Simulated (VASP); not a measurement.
# WSe2 in VASP: notebook

The runs below take WSe2 through single point, with PBEsol.

Program: VASP 6.6.1. These are calculated values, not measurements. Logs are shortened: lines on timing, memory, paths and dates and some standing lists are left out, and cuts for length are marked.

## 1. The cell of the first run

The cell holds a slab with vacuum, 9 atoms: a = 3.271 Å, b = 3.271 Å, c = 30.060 Å, α = 90.00°, β = 90.00°, γ = 120.00°.

## 2. Single point, PBEsol (strain +0.000 along x and y, +0.030 along z)

Contents of INCAR:

```
ALGO = Normal ; EDIFF = 1E-6
ENCUT = 520 ; GGA = PS
ISIF = 2 ; ISMEAR = 0
LASPH = T ; LCHARG = F
LREAL = F ; LWAVE = F
NBANDS = 49 ; NELM = 100
PREC = Accurate ; SIGMA = 0.05
```

Contents of KPOINTS:

```
k-points
0
Gamma
  12 12 1
```

Contents of POSCAR:

```
WSe2
1.0
    3.2709028599      0.0000000000      0.0000000000
   -1.6354514299      2.8326849700      0.0000000000
    0.0000000000      0.0000000000     30.0602929214
W Se
3 6
Direct
    0.6666666667      0.3333333333      0.0000000000
    0.3333333333      0.6666666667      0.7734641576
    0.3333333333      0.6666666667      0.2265358424
    0.3333333333      0.6666666667      0.0573689705
    0.6666666667      0.3333333333      0.8308403050
    0.6666666667      0.3333333333      0.2838341585
    0.3333333333      0.6666666667      0.9426310295
    0.6666666667      0.3333333333      0.7161658415
    0.6666666667      0.3333333333      0.1691596950
```

Potentials or basis: VASP PAW PBE potentials, release 64 (W_sv, Se).

Command:

```bash
cat potpaw_PBE.64/W_sv/POTCAR potpaw_PBE.64/Se/POTCAR > POTCAR
mpirun -np 1 vasp_std > vasp.out
```

OUTCAR:

```text
EDIFF = 1E-6
   ENCUT = 520
   GGA = PS
   ISIF = 2
   ISMEAR = 0
   LASPH = T
   LREAL = F
   NELM = 100
   PREC = Accurate

 ion  position               nearest neighbor table
   1  0.667  0.333  0.000-   4 2.56   7 2.56   4 2.56   7 2.56   4 2.56   7 2.56
   2  0.333  0.667  0.773-   8 2.56   8 2.56   8 2.56   5 2.56   5 2.56   5 2.56
   3  0.333  0.667  0.227-   6 2.56   6 2.56   6 2.56   9 2.56   9 2.56   9 2.56
   4  0.333  0.667  0.057-   1 2.56   1 2.56   1 2.56
   5  0.667  0.333  0.831-   2 2.56   2 2.56   2 2.56
   6  0.667  0.333  0.284-   3 2.56   3 2.56   3 2.56
   7  0.333  0.667  0.943-   1 2.56   1 2.56   1 2.56
   8  0.667  0.333  0.716-   2 2.56   2 2.56   2 2.56
   9  0.667  0.333  0.169-   3 2.56   3 2.56   3 2.56

  LATTYP: Found a hexagonal cell.
 ALAT       =     3.2709028599
 C/A-ratio  =     9.1902126749

  Lattice vectors:

 A1 = (   3.2709028599,   0.0000000000,   0.0000000000)
 A2 = (  -1.6354514299,   2.8326849700,   0.0000000000)
 A3 = (   0.0000000000,   0.0000000000,  30.0602929214)

Analysis of symmetry for initial positions (statically):
=====================================================================
 Subroutine PRICEL returns:
 Original cell was already a primitive cell.

 Routine SETGRP: Setting up the symmetry group for a
 hexagonal supercell.

 Subroutine GETGRP returns: Found 12 space group operations
 (whereof 12 operations were pure point group operations)
 out of a pool of 24 trial point group operations.

The static configuration has the point symmetry D_3h.

Analysis of symmetry for dynamics (positions and initial velocities):
=====================================================================
 Subroutine PRICEL returns:
 Original cell was already a primitive cell.

 Routine SETGRP: Setting up the symmetry group for a
 hexagonal supercell.

 Subroutine GETGRP returns: Found 12 space group operations
 (whereof 12 operations were pure point group operations)
 out of a pool of 24 trial point group operations.

The dynamic configuration has the point symmetry D_3h.

 Subroutine INISYM returns: Found 12 space group operations
 (whereof 12 operations are pure point group operations),
 and found     1 'primitive' translations

[... 105 lines left out ...]
   NSW    =      0    number of steps for IOM
   IBRION =     -1    ionic relax: 0-MD 1-quasi-New 2-CG
   NFREE  =      0    steps in history (QN), initial steepest desc. (CG)
   ISIF   =      2    stress and relaxation
   ISYM   =      2    0-nonsym 1-usesym 2-fastsym
   POTIM  = 0.5000    time-step for ionic-motion
   TEBEG  =    0.0;   TEEND  =   0.0 temperature during run
   PSTRESS=    0.0 pullay stress
   NELECT =      78.0000    total number of electrons
   NUPDOWN=      -1.0000    fix difference up-down
   EMIN   =  10.00;   EMAX   =-10.00  energy-range for DOS
   EFERMI =   0.00;   METHOD = LEGACY
   ISMEAR =     0;   SIGMA  =   0.05  broadening in eV -4-tet -1-fermi 0-gaus
   EFERMI_NEDOS =   21; number of points for ismear=-14 and -15
   IALGO  =     38    algorithm
   IMIX   =      4    mixing-type and parameters
     AMIX     =   0.40;   BMIX     =  1.00
     AMIX_MAG =   1.60;   BMIX_MAG =  1.00
  volume/ion in A,a.u.               =      30.95       208.84
  Fermi-wavevector in a.u.,A,eV,Ry     =   1.071075  2.024039 15.608634  1.147202
  Thomas-Fermi vector in A             =   2.206805
   LORBIT       =      0    0 simple, 1 ext, 2 COOP (PROOUT), +10 PAW based schemes
   GGA     = PS    functional components
   LHFCALC =     F    Hartree Fock is set to
   AEXX    =    0.0000 exact exchange contribution
   IVDW    =     0    specifies the selected vdW correction
   LEPSILON=     F    determine dielectric tensor
   LRPA    =     F    only Hartree local field effects (RPA)
 non-spin polarized calculation
 Gauss-broadening in eV      SIGMA  =   0.05
  energy-cutoff  :      520.00
  volume of cell :      278.52
 maximum number of plane-waves:      7566
   NGX = 13   NGY = 13   NGZ =111

 number of electron      77.9999998 magnetization

 Free energy of the ion-electron system (eV)
  ---------------------------------------------------
  ext. energy  EPLUGINS =         0.00000000
  ---------------------------------------------------
  free energy    TOTEN  =       -69.67187812 eV

  energy without entropy =      -69.67187812  energy(sigma->0) =      -69.67187812

 E-fermi :   2.4039     XC(G=0):  -7.5523

 val. band max:        2.1380034436   @ k =   0.3333   0.3333   0.0000
 cond. band min:       3.3031865033   @ k =   0.1667   0.1667   0.0000
 fundamental gap:      1.1651830597
 Fermi energy:         2.4038963969

 k-point     1 :       0.0000    0.0000    0.0000
  band No.  band energies     occupation
      1     -71.9450      2.00000
      2     -71.9431      2.00000
      3     -71.9431      2.00000
      4     -36.1906      2.00000
      5     -36.1888      2.00000
      6     -36.1888      2.00000
[... 977 lines left out ...]
     48       5.4864      0.00000
     49       6.7658      0.00000

------------------------ aborting loop because EDIFF is reached ----------------------------------------

  FORCE on cell =-STRESS in cart. coord.  units (eV):
  Direction    XX          YY          ZZ          XY          YZ          ZX
  --------------------------------------------------------------------------------------
  -------------------------------------------------------------------------------------
  Total       -2.7747222     -2.7747222     -8.3466660     -0.0000000     -0.0000000      0.0000000
  in kB      -15.9613989    -15.9613989    -48.0136235     -0.0000000     -0.0000000      0.0000000
  external PRESSURE =     -26.6454738 kB  Pullay stress =       0.0000000 kB

 VOLUME and BASIS-vectors are now :
 -----------------------------------------------------------------------------
  energy-cutoff  :      520.00
  volume of cell :      278.52
      direct lattice vectors                 reciprocal lattice vectors
     3.270902860  0.000000000  0.000000000     0.305725985  0.176510980  0.000000000
    -1.635451430  2.832684970  0.000000000     0.000000000  0.353021960  0.000000000
     0.000000000  0.000000000 30.060292921     0.000000000  0.000000000  0.033266476

 POSITION                                       TOTAL-FORCE (eV/Angst)
 -----------------------------------------------------------------------------------
      1.63545      0.94423      0.00000         0.000000     -0.000000      0.000000
     -0.00000      1.88846     23.25056        -0.000000     -0.000000      0.002373
     -0.00000      1.88846      6.80973        -0.000000     -0.000000     -0.002373
     -0.00000      1.88846      1.72453        -0.000000      0.000000     -0.763073
      1.63545      0.94423     24.97530        -0.000000      0.000000     -0.762159
      1.63545      0.94423      8.53214        -0.000000     -0.000000     -0.785245
     -0.00000      1.88846     28.33576        -0.000000     -0.000000      0.763073
      1.63545      0.94423     21.52815        -0.000000     -0.000000      0.785245
      1.63545      0.94423      5.08499         0.000000      0.000000      0.762159
 -----------------------------------------------------------------------------------
    total drift:                                0.000000     -0.000000      0.000000

  FREE ENERGIE OF THE ION-ELECTRON SYSTEM (eV)
  ---------------------------------------------------
  free  energy   TOTEN  =       -69.6718781151 eV

  energy  without entropy=      -69.6718781151  energy(sigma->0) =      -69.67187812
```

stdout:

```text
POSCAR found type information on POSCAR W Se
 POSCAR found :  2 types and       9 ions
 scaLAPACK will be used
 -----------------------------------------------------------------------------
|                                                                             |
|                                                                             |
|     You enforced a specific xc type in the INCAR file but a different       |
|     I HOPE YOU KNOW WHAT YOU ARE DOING!                                     |
|                                                                             |
 -----------------------------------------------------------------------------

 LDA part: xc-table for (Slater+PW92), standard interpolation
 POSCAR, INCAR and KPOINTS ok, starting setup
 FFT: planning ... GRIDC
 FFT: planning ... GRID_SOFT
 FFT: planning ... GRID
 WAVECAR not read
 entering main loop
```

Wall time 4.9 min (1 thread of Intel Xeon Platinum 8488C (Sapphire Rapids), shared host); peak memory 0.47 GiB.

What came out:

* Free energy: -69.6719 eV
* Largest force: 0.785 eV/Å
* Band gap on the k mesh: 1.17 eV (least direct gap 1.73 eV)

Forces in eV/Å, atoms in the order of the input:
```
W    0.000  0.000  0.000
W    0.000  0.000  0.002
W    0.000  0.000 -0.002
Se   0.000  0.000 -0.763
Se   0.000  0.000 -0.762
Se   0.000  0.000 -0.785
Se   0.000  0.000  0.763
Se   0.000  0.000  0.785
Se   0.000  0.000  0.762
```

Caveat: the cell differs from its parent crystal (strain +0.000 along x and y, +0.030 along z); there is no dipole correction, which matters where the two faces differ; the PAW data sets were made with another functional, which shifts forces and pressure a little; spin-orbit coupling is left out, which moves the levels of the heavy elements.

## 3. Single point, PBEsol (strain +0.030 along x and y, +0.000 along z)

Contents of INCAR:

```
ALGO     = Normal         # electronic algorithm
EDIFF    = 1E-6           # SCF threshold, eV
ENCUT    = 520            # plane-wave cutoff, eV
GGA      = PS             # functional
ISIF     = 2              # what is computed and relaxed
ISMEAR   = 0              # smearing method
LASPH    = T              # aspherical terms in the spheres
LCHARG   = T              # write CHGCAR
LELF     = T              # ELF
LREAL    = F              # projectors in reciprocal space
LVHAR    = T            
LWAVE    = F              # write WAVECAR
NBANDS   = 49             # bands
NELM     = 60             # most SCF steps
PREC     = Accurate       # precision mode
SIGMA    = 0.05           # smearing width, eV
```

KPOINTS is that of step 2.

POSCAR, as its differences from that of step 2:

```diff
@@ -2,5 +2,5 @@
 1.0
-    3.2709028599      0.0000000000      0.0000000000
-   -1.6354514299      2.8326849700      0.0000000000
-    0.0000000000      0.0000000000     30.0602929214
+    3.3690299457      0.0000000000      0.0000000000
+   -1.6845149728      2.9176655191      0.0000000000
+    0.0000000000      0.0000000000     29.1847504091
 W Se
```

Potentials or basis: VASP PAW PBE potentials, release 64 (W_sv, Se).

Command:

```bash
cat potpaw_PBE.64/W_sv/POTCAR potpaw_PBE.64/Se/POTCAR > POTCAR
mpirun -np 1 vasp_std > vasp.out
```

Run time: 7.8 min. Hardware: 1 thread of Intel Xeon Platinum 8488C (Sapphire Rapids), shared host; peak memory 0.55 GiB.

It converged, with:

```
Free energy            : -69.5215 eV
Largest force          : 0.554 eV/Å
Band gap on the k mesh : 1.13 eV (least direct gap 1.34 eV)
```

Forces in eV/Å, atoms in the order of the input:
```
W    0.000  0.000  0.000
W    0.000  0.000 -0.002
W    0.000  0.000  0.002
Se   0.000  0.000 -0.543
Se   0.000  0.000 -0.542
Se   0.000  0.000 -0.554
Se   0.000  0.000  0.543
Se   0.000  0.000  0.554
Se   0.000  0.000  0.542
```

Levels at points of the mesh, in eV from the valence-band top:
| k point | band 36 | band 37 | band 38 | band 39 | band 40 | band 41 | band 42 | band 43 |
| --- | --- | --- | --- | --- | --- | --- | --- | --- |
| (0.00, 0.00, 0.00) | -1.49 | -0.66 | -0.23 | 0.00 | 2.49 | 2.49 | 2.50 | 2.50 |
| (0.50, 0.00, 0.00) | -1.25 | -1.22 | -1.19 | -1.15 | 1.91 | 1.92 | 1.93 | 2.23 |

Caveat: the cell differs from its parent crystal (strain +0.030 along x and y, +0.000 along z); there is no dipole correction, which matters where the two faces differ; the PAW data sets were made with another functional, which shifts forces and pressure a little; spin-orbit coupling is left out, which moves the levels of the heavy elements.

## 4. Single point, PBEsol (strain +0.030 along x and y, +0.030 along z)

Contents of INCAR:

```
SYSTEM = WSe2
ALGO = Normal
EDIFF = 1E-7
ENCUT = 520
GGA = PS
ISIF = 2
ISMEAR = 0
LASPH = .TRUE.
LCHARG = .FALSE.
LREAL = .FALSE.
LWAVE = .FALSE.
NBANDS = 49
NELM = 100
PREC = Accurate
SIGMA = 0.05
```

Contents of KPOINTS:

```
k-points
0
G
  12 12 1
  0 0 0
```

POSCAR, as its differences from that of step 3:

```diff
@@ -4,3 +4,3 @@
    -1.6845149728      2.9176655191      0.0000000000
-    0.0000000000      0.0000000000     29.1847504091
+    0.0000000000      0.0000000000     30.0602929214
 W Se
```

Potentials or basis: VASP PAW PBE potentials, release 64 (W_sv, Se).

Command:

```bash
cat potpaw_PBE.64/W_sv/POTCAR potpaw_PBE.64/Se/POTCAR > POTCAR
mpirun -np 1 vasp_std > vasp.out
```

OUTCAR:

```text
SYSTEM = WSe2
   EDIFF = 1E-7
   ENCUT = 520
   GGA = PS
   ISIF = 2
   ISMEAR = 0
   LASPH = .TRUE.
   LREAL = .FALSE.
   NELM = 100
   PREC = Accurate

 ion  position               nearest neighbor table
   1  0.667  0.333  0.000-   4 2.60   7 2.60   4 2.60   7 2.60   4 2.60   7 2.60
   2  0.333  0.667  0.773-   8 2.60   8 2.60   8 2.60   5 2.60   5 2.60   5 2.60
   3  0.333  0.667  0.227-   6 2.60   6 2.60   6 2.60   9 2.60   9 2.60   9 2.60
   4  0.333  0.667  0.057-   1 2.60   1 2.60   1 2.60
   5  0.667  0.333  0.831-   2 2.60   2 2.60   2 2.60
   6  0.667  0.333  0.284-   3 2.60   3 2.60   3 2.60
   7  0.333  0.667  0.943-   1 2.60   1 2.60   1 2.60
[... 1199 lines left out ...]
  external PRESSURE =     -67.8781808 kB  Pullay stress =       0.0000000 kB

 VOLUME and BASIS-vectors are now :
 -----------------------------------------------------------------------------
  energy-cutoff  :      520.00
  volume of cell :      295.48
      direct lattice vectors                 reciprocal lattice vectors
     3.369029946  0.000000000  0.000000000     0.296821345  0.171369883  0.000000000
    -1.684514973  2.917665519  0.000000000     0.000000000  0.342739767  0.000000000
     0.000000000  0.000000000 30.060292921     0.000000000  0.000000000  0.033266476

 POSITION                                       TOTAL-FORCE (eV/Angst)
 -----------------------------------------------------------------------------------
      1.68451      0.97256      0.00000         0.000000     -0.000000     -0.000000
     -0.00000      1.94511     23.25056        -0.000000     -0.000000      0.001063
     -0.00000      1.94511      6.80973        -0.000000     -0.000000     -0.001063
     -0.00000      1.94511      1.72453        -0.000000     -0.000000     -1.276478
      1.68451      0.97256     24.97530        -0.000000      0.000000     -1.276027
      1.68451      0.97256      8.53214        -0.000000      0.000000     -1.307630
     -0.00000      1.94511     28.33576        -0.000000      0.000000      1.276478
      1.68451      0.97256     21.52815        -0.000000      0.000000      1.307630
      1.68451      0.97256      5.08499        -0.000000      0.000000      1.276027
 -----------------------------------------------------------------------------------
    total drift:                                0.000000     -0.000000     -0.000000

  FREE ENERGIE OF THE ION-ELECTRON SYSTEM (eV)
  ---------------------------------------------------
  free  energy   TOTEN  =       -69.2340435121 eV

  energy  without entropy=      -69.2340435121  energy(sigma->0) =      -69.23404351
```

OSZICAR:

```text
N       E                     dE             d eps       ncg     rms          rms(c)
DAV:   1     0.727980143933E+03    0.72798E+03   -0.40678E+04  2174   0.143E+03
DAV:   2    -0.173642421088E+02   -0.74534E+03   -0.72135E+03  2256   0.363E+02
DAV:   3    -0.705454433750E+02   -0.53181E+02   -0.52123E+02  2281   0.906E+01
[... 16 lines left out ...]
DAV:  20    -0.692340343295E+02   -0.23146E-04   -0.65220E-07  1780   0.223E-03    0.511E-04
DAV:  21    -0.692340410615E+02   -0.67320E-05   -0.14566E-07  1627   0.798E-04    0.339E-04
DAV:  22    -0.692340433715E+02   -0.23100E-05   -0.81313E-08  1412   0.537E-04    0.223E-04
DAV:  23    -0.692340434893E+02   -0.11783E-06   -0.59622E-09  1370   0.232E-04    0.612E-05
DAV:  24    -0.692340435121E+02   -0.22743E-07   -0.90427E-10  1180   0.919E-05
   1 F= -.69234044E+02 E0= -.69234044E+02  d E =-.687447E-35
```

stdout:

```text
POSCAR found type information on POSCAR W Se
 POSCAR found :  2 types and       9 ions
 scaLAPACK will be used
 -----------------------------------------------------------------------------
|                                                                             |
|                                                                             |
|     You enforced a specific xc type in the INCAR file but a different       |
|     I HOPE YOU KNOW WHAT YOU ARE DOING!                                     |
|                                                                             |
 -----------------------------------------------------------------------------

 LDA part: xc-table for (Slater+PW92), standard interpolation
 POSCAR, INCAR and KPOINTS ok, starting setup
 FFT: planning ... GRIDC
 FFT: planning ... GRID_SOFT
 FFT: planning ... GRID
 WAVECAR not read
 entering main loop
```

Wall time 7.5 min (1 thread of Intel Xeon Platinum 8488C (Sapphire Rapids), shared host); peak memory 0.53 GiB.

What came out:

```
Free energy            : -69.2340 eV
Largest force          : 1.308 eV/Å
Band gap on the k mesh : 1.22 eV (least direct gap 1.43 eV)
```

Forces on the atoms (eV/Å):
```
W    0.000  0.000  0.000
W    0.000  0.000  0.001
W    0.000  0.000 -0.001
Se   0.000  0.000 -1.276
Se   0.000  0.000 -1.276
Se   0.000  0.000 -1.308
Se   0.000  0.000  1.276
Se   0.000  0.000  1.308
Se   0.000  0.000  1.276
```

Caveat: the cell differs from its parent crystal (strain +0.030 along x and y, +0.030 along z); there is no dipole correction, which matters where the two faces differ; the PAW data sets were made with another functional, which shifts forces and pressure a little; spin-orbit coupling is left out, which moves the levels of the heavy elements.

## 5. Overview

```tsv
cell	gap on the mesh (eV)	largest force (eV/Å)
a = 3.271, b = 3.271, c = 30.060 Å, angles 90.0, 90.0, 120.0°, 9 atoms	1.17	0.79
a = 3.369, b = 3.369, c = 29.185 Å, angles 90.0, 90.0, 120.0°, 9 atoms	1.13	0.55
a = 3.369, b = 3.369, c = 30.060 Å, angles 90.0, 90.0, 120.0°, 9 atoms	1.22	1.31
```

Alike in all rows: task single point; level PBEsol; potentials or basis VASP PAW PBE potentials, release 64 (W_sv, Se); no spin polarisation; k mesh 12 × 12 × 1; cutoff (eV) 520; smearing gaussian 0.05 eV.

Caveats: there is no dipole correction, which matters where the two faces differ; the PAW data sets were made with another functional, which shifts forces and pressure a little; spin-orbit coupling is left out, which moves the levels of the heavy elements.

Total energies depend on the potentials used, so only differences within one code and one set of settings carry meaning.
